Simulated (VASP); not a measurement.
A run of VASP 6.6.1 is set up as follows.

INCAR

```
PREC     = Accurate       # precision mode
ENCUT    = 600            # plane-wave cutoff, eV
EDIFF    = 1E-6           # SCF threshold, eV
ISMEAR   = 0              # smearing method
SIGMA    = 0.1            # smearing width, eV
LREAL    = False          # projectors in reciprocal space
LASPH    = True           # aspherical terms in the spheres
NELM     = 120            # most SCF steps
ALGO     = Normal         # electronic algorithm
ISIF     = 2              # what is computed and relaxed
LWAVE    = False          # write WAVECAR
LCHARG   = False          # write CHGCAR
GGA      = CA             # functional
NBANDS   = 11             # bands
GGA_COMPAT= False
```

File KPOINTS:

```
Automatic mesh
0
Gamma
  6 6 6
```

Contents of POSCAR:

```
MgS
1.0
    0.0000000000      2.8300000000      2.8300000000
    2.8300000000      0.0000000000      2.8300000000
    2.8300000000      2.8300000000      0.0000000000
Mg S
1 1
Direct
    0.0000000000      0.0000000000      0.0000000000
    0.2500000000      0.2500000000      0.2500000000
```

Potentials or basis: VASP PAW LDA potentials, release 64 (Mg, S).

Launch:

```bash
$ cat potpaw_LDA.64/Mg/POTCAR potpaw_LDA.64/S/POTCAR > POTCAR
$ mpirun -np 1 vasp_std > vasp.out
```

(1) What does it give for the pressure?

(2) Predict the band gap on the k mesh.

Results:

(1) -2.3 GPa.

(2) 3.20 eV, direct.
